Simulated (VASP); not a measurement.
# HfO2 (Fm-3m) in VASP: a series of runs, part 2 of 2

VASP 6.6.1. Earlier steps stand in the parts before.

**3. Relaxation of cell and atoms, PBEsol, target pressure -1 GPa, at which the enthalpy is minimised**

This run uses another cell than the first one, of 10.69 Å³/atom, 0.996 times its volume.

INCAR

```
ALGO     = Normal         # electronic algorithm
EDIFF    = 1E-7           # SCF threshold, eV
EDIFFG   = -0.001         # ionic threshold
ENCUT    = 600            # plane-wave cutoff, eV
GGA      = PS             # functional
GGA_COMPAT= False        
IBRION   = 2              # ionic algorithm
ISIF     = 3              # what is computed and relaxed
ISMEAR   = 0              # smearing method
LASPH    = True           # aspherical terms in the spheres
LCHARG   = False          # write CHGCAR
LREAL    = False          # projectors in reciprocal space
LWAVE    = False          # write WAVECAR
NELM     = 120            # most SCF steps
NELMIN   = 4            
NSW      = 80             # ionic steps
PREC     = Accurate       # precision mode
PSTRESS  = -10.0        
SIGMA    = 0.01           # smearing width, eV
```

KPOINTS

```
k-points
0
Gamma
  8 8 8
```

POSCAR

```
HfO2
1.0
    0.0000000000      2.5218796504      2.5218796504
    2.5218796504      0.0000000000      2.5218796504
    2.5218796504      2.5218796504      0.0000000000
Hf O
1 2
Direct
    0.0000000000      0.0000000000      0.0000000000
    0.2500000000      0.2500000000      0.2500000000
    0.7500000000      0.7500000000      0.7500000000
```

Potentials or basis: VASP PAW PBE potentials, release 64 (Hf_pv, O).

The run is started by

```bash
$ cat potpaw_PBE.64/Hf_pv/POTCAR potpaw_PBE.64/O/POTCAR > POTCAR
$ mpirun -np 1 vasp_std > vasp.out
```

OUTCAR:

```text
EDIFF = 1E-7
   EDIFFG = -0.001
   ENCUT = 600
   GGA = PS
   IBRION = 2
   ISIF = 3
   ISMEAR = 0
   LASPH = True
   LREAL = False
   NELM = 120
   NELMIN = 4
   NSW = 80
   PREC = Accurate
   PSTRESS = -10.0

 ion  position               nearest neighbor table
   1  0.000  0.000  0.000-   3 2.18   3 2.18   3 2.18   2 2.18   3 2.18   2 2.18   2 2.18   2 2.18

   2  0.250  0.250  0.250-   1 2.18   1 2.18   1 2.18   1 2.18
   3  0.750  0.750  0.750-   1 2.18   1 2.18   1 2.18   1 2.18

  LATTYP: Found a face centered cubic cell.
 ALAT       =     5.0437593008

  Lattice vectors:

 A1 = (   0.0000000000,   2.5218796504,   2.5218796504)
 A2 = (   2.5218796504,   0.0000000000,   2.5218796504)
 A3 = (   2.5218796504,   2.5218796504,   0.0000000000)

[... 272 lines left out ...]
 k-point     1 :       0.0000    0.0000    0.0000
  band No.  band energies     occupation
      1     -25.1429      2.00000
      2     -25.1429      2.00000
      3     -25.1429      2.00000
      4     -14.4963      2.00000
      5     -11.2600      2.00000
      6      -1.2077      2.00000
      7      -1.2077      2.00000
      8      -1.2077      2.00000
      9       3.7317      2.00000
     10       3.7317      2.00000
     11       3.7317      2.00000
     12       8.2026      0.00000
     13       8.2026      0.00000
     14      10.2218      0.00000
[... 401 lines left out ...]
      2     -25.3440      2.00000
      3     -25.2321      2.00000
      4     -12.7977      2.00000
      5     -12.1779      2.00000
      6      -0.6728      2.00000
      7      -0.2767      2.00000
      8       0.6968      2.00000
      9       2.0676      2.00000
     10       2.9514      2.00000
     11       3.0763      2.00000
     12       8.9623      0.00000
     13       9.4058      0.00000
     14      11.5696      0.00000
     15      12.6461      0.00000

 [... further k-points ...]

------------------------ aborting loop because EDIFF is reached ----------------------------------------

  FORCE on cell =-STRESS in cart. coord.  units (eV):
  Direction    XX          YY          ZZ          XY          YZ          ZX
  --------------------------------------------------------------------------------------
  -------------------------------------------------------------------------------------
  Total       -0.1998434     -0.1998434     -0.1998434      0.0000000      0.0000000     -0.0000000
  in kB      -10.0938228    -10.0938228    -10.0938228      0.0000000      0.0000000     -0.0000000
  external PRESSURE =      -0.0938228 kB  Pullay stress =     -10.0000000 kB
[... 22 lines left out ...]
  energy  without entropy=      -31.6427231556  energy(sigma->0) =      -31.64272316

  enthalpy is  TOTEN    =       -31.8407089557 eV   P V=       -0.1979858001

 reached required accuracy - stopping structural energy minimisation
```

OSZICAR:

```text
N       E                     dE             d eps       ncg     rms          rms(c)
DAV:   1     0.109769531165E+03    0.10977E+03   -0.14099E+04   870   0.163E+03
DAV:   2    -0.328362482831E+02   -0.14261E+03   -0.14021E+03  1138   0.343E+02
DAV:   3    -0.368437394028E+02   -0.40075E+01   -0.40043E+01  1143   0.563E+01
[... 27 lines left out ...]
DAV:   5    -0.316427305580E+02    0.12828E-04   -0.80968E-05  1017   0.758E-02    0.233E-01
DAV:   6    -0.316427234617E+02    0.70963E-05   -0.23282E-05  1122   0.308E-02    0.299E-02
DAV:   7    -0.316427233125E+02    0.14917E-06   -0.26028E-06   968   0.108E-02    0.861E-03
DAV:   8    -0.316427231818E+02    0.13071E-06   -0.25384E-07   791   0.449E-03    0.238E-03
DAV:   9    -0.316427231556E+02    0.26148E-07   -0.22880E-08   442   0.138E-03
   3 F= -.31840709E+02 E0= -.31840709E+02  d E =-.330923E-02
```

Wall time 39 s (1 thread of Intel Xeon 6975P-C, shared host); peak memory 0.17 GiB.

Results:

| Property | Result |
| --- | --- |
| Free energy | -31.6427 eV |
| Relaxed volume | 10.57 Å³/atom |
| Relaxed cell | a = 3.553 Å, b = 3.553 Å, c = 3.553 Å, α = 60.00°, β = 60.00°, γ = 60.00° |
| Space group after relaxing (to 0.05 Å) | Fm-3m (No. 225) |
| Energy change on relaxing (the enthalpy is what falls) | -1.8 meV/atom |
| Ionic steps | 3 |
| Pressure after relaxing | -1.0 GPa |
| Band gap on the k mesh | 3.74 eV, direct |

The path:
```tsv
step	energy change (eV)	largest force (eV/Å)	pressure (GPa)	volume (Å³)
1	0.0000	0.0000	-3.93	32.08
2	-0.0010	0.0000	3.77	31.18
3	-0.0055	0.0000	-1.01	31.72
```

Final structure:
```yaml
crystal:
  lattice:
    - [0.00000, 2.51249, 2.51249]
    - [2.51249, 0.00000, 2.51249]
    - [2.51249, 2.51249, 0.00000]
  atoms:
    - { symbol: Hf, position: [0.00000, 0.00000, 0.00000] }
    - { symbol: O, position: [0.25000, 0.25000, 0.25000] }
    - { symbol: O, position: [0.75000, 0.75000, 0.75000] }
```

Caveat: the cell is relaxed towards a set pressure, so the enthalpy falls and the energy may rise; the PAW data sets were made with another functional, which shifts forces and pressure a little; spin-orbit coupling is left out, which moves the levels of the heavy elements.

**4. Single point, PBEsol**

This run uses another cell than the first one, of 10.82 Å³/atom, 1.008 times its volume.

INCAR

```
  PREC = Accurate
  ENCUT = 600
  EDIFF = 1E-6
  ISMEAR = 0
  SIGMA = 0.01
  LREAL = False
  LASPH = True
  NELM = 120
  ALGO = Normal
  ISIF = 2
  LWAVE = False
  LCHARG = True
  GGA = PS
  LELF = True
  LVHAR = True
  NBANDS = 18
  GGA_COMPAT = False
```

KPOINTS

```
regular mesh
0
Gamma
  8 8 8
```

POSCAR

```
HfO2
1.0
    0.0000000000      2.5316731198      2.5316731198
    2.5316731198      0.0000000000      2.5316731198
    2.5316731198      2.5316731198      0.0000000000
Hf O
1 2
Direct
    0.0000000000      0.0000000000      0.0000000000
    0.2500000000      0.2500000000      0.2500000000
    0.7500000000      0.7500000000      0.7500000000
```

The run is started by

```bash
$ cat potpaw_PBE.64/Hf_pv/POTCAR potpaw_PBE.64/O/POTCAR > POTCAR
$ mpirun -np 1 vasp_std > vasp.out
```

Wall time 35 s (1 thread of Intel Xeon 8259CL, shared host); peak memory 0.18 GiB.

Results (log left out):

```
Free energy            : -31.6256 eV
Pressure               : -6.8 GPa
Band gap on the k mesh : 3.68 eV, direct
```

Levels at points of the mesh, in eV from the valence-band top:
```tsv
k point	band 9	band 10	band 11	band 12	band 13	band 14
(0.00, 0.00, 0.00)	-0.62	-0.62	-0.62	3.79	3.79	5.68
(0.50, 0.00, 0.00)	-2.78	-1.86	-1.86	4.54	4.54	6.99
(0.50, 0.50, 0.00)	-1.55	-1.55	0.00	3.68	5.45	6.63
```

Caveat: the PAW data sets were made with another functional, which shifts forces and pressure a little; spin-orbit coupling is left out, which moves the levels of the heavy elements.

**5. Relaxation of cell and atoms, PBEsol, target pressure -3 GPa, at which the enthalpy is minimised**

This run uses another cell than the first one, of 10.69 Å³/atom, 0.996 times its volume.

INCAR

```
SYSTEM = HfO2
  PREC = Accurate
  ENCUT = 600
  EDIFF = 1E-7
  ISMEAR = 0
  SIGMA = 0.01
  LREAL = .False.
  LASPH = .True.
  NELM = 120
  ALGO = Normal
  ISIF = 3
  LWAVE = .False.
  LCHARG = .False.
  GGA = PS
  IBRION = 2
  NSW = 80
  EDIFFG = -0.001
  PSTRESS = -30.0
  GGA_COMPAT = .False.
  NELMIN = 4
```

KPOINTS

```
regular mesh
0
Gamma
  8 8 8
  0 0 0
```

POSCAR

```
HfO2
1.0
    0.0000000000      2.5218796113      2.5218796113
    2.5218796113      0.0000000000      2.5218796113
    2.5218796113      2.5218796113      0.0000000000
Hf O
1 2
Direct
    0.0000000000      0.0000000000      0.0000000000
    0.2500000000      0.2500000000      0.2500000000
    0.7500000000      0.7500000000      0.7500000000
```

The run is started by

```bash
$ cat potpaw_PBE.64/Hf_pv/POTCAR potpaw_PBE.64/O/POTCAR > POTCAR
$ mpirun -np 1 vasp_std > vasp.out
```

Wall time 65 s (1 thread of Intel Xeon 8259CL, shared host); peak memory 0.17 GiB.

The run converged. Its results:

```
Free energy                                            : -31.6397 eV
Relaxed volume                                         : 10.65 Å³/atom
Relaxed cell                                           : a = 3.562 Å, b = 3.562 Å, c = 3.562 Å, α = 60.00°, β = 60.00°, γ = 60.00°
Space group after relaxing (to 0.05 Å)                 : Fm-3m (No. 225)
Energy change on relaxing (the enthalpy is what falls) : -0.8 meV/atom
Ionic steps                                            : 3
Pressure after relaxing                                : -3.0 GPa
Band gap on the k mesh                                 : 3.72 eV, direct
```

Step by step:
```
step  energy change (eV)  largest force (eV/Å)  pressure (GPa)  volume (Å³)
   1              0.0000                0.0000           -3.93        32.08
   2             -0.0050                0.0000           -1.62        31.79
   3             -0.0025                0.0000           -2.99        31.96
```

Final structure:
```
Hf O
1.0
     0.00000    2.51885    2.51885
     2.51885    0.00000    2.51885
     2.51885    2.51885    0.00000
Hf O
1 2
Cartesian
  0.0000 0.0000 0.0000
  1.2594 1.2594 1.2594
  3.7783 3.7783 3.7783
```

Levels at points of the mesh, in eV from the valence-band top:
```
           k point  band 8  band 9  band 10  band 11  band 12  band 13  band 14  band 15
(0.00, 0.00, 0.00)   -5.52   -0.63    -0.63    -0.63     3.82     3.82     5.80    10.66
(0.50, 0.00, 0.00)   -3.12   -2.82    -1.88    -1.88     4.59     4.59     7.13     8.90
(0.50, 0.50, 0.00)   -3.55   -1.58    -1.58     0.00     3.72     5.53     6.77     8.30
```

Caveat: the cell is relaxed towards a set pressure, so the enthalpy falls and the energy may rise; the PAW data sets were made with another functional, which shifts forces and pressure a little; spin-orbit coupling is left out, which moves the levels of the heavy elements. A k mesh can miss the band edges.

**6. Summary**

| task | cell | gap on the mesh (eV) | pressure (GPa) |
| --- | --- | --- | --- |
| single point | a = 3.571 Å, angles 60.0°, 3 atoms | 3.70 | -4.9 |
| relaxation of cell and atoms | relaxed to -1 GPa from a = 3.566 Å, angles 60.0°, 3 atoms | 3.74 | -1.0 |
| single point | a = 3.580 Å, angles 60.0°, 3 atoms | 3.68 | -6.8 |
| relaxation of cell and atoms | relaxed to -3 GPa from a = 3.566 Å, angles 60.0°, 3 atoms | 3.72 | -3.0 |

Alike in all rows: level PBEsol; potentials or basis VASP PAW PBE potentials, release 64 (Hf_pv, O); no spin polarisation; k mesh 8 × 8 × 8; cutoff (eV) 600; smearing gaussian 0.01 eV.

Caveats: the PAW data sets were made with another functional, which shifts forces and pressure a little; spin-orbit coupling is left out, which moves the levels of the heavy elements; the cell is relaxed towards a set pressure, so the enthalpy falls and the energy may rise (some runs).

Absolute energies hang on the potentials; compare differences alone.
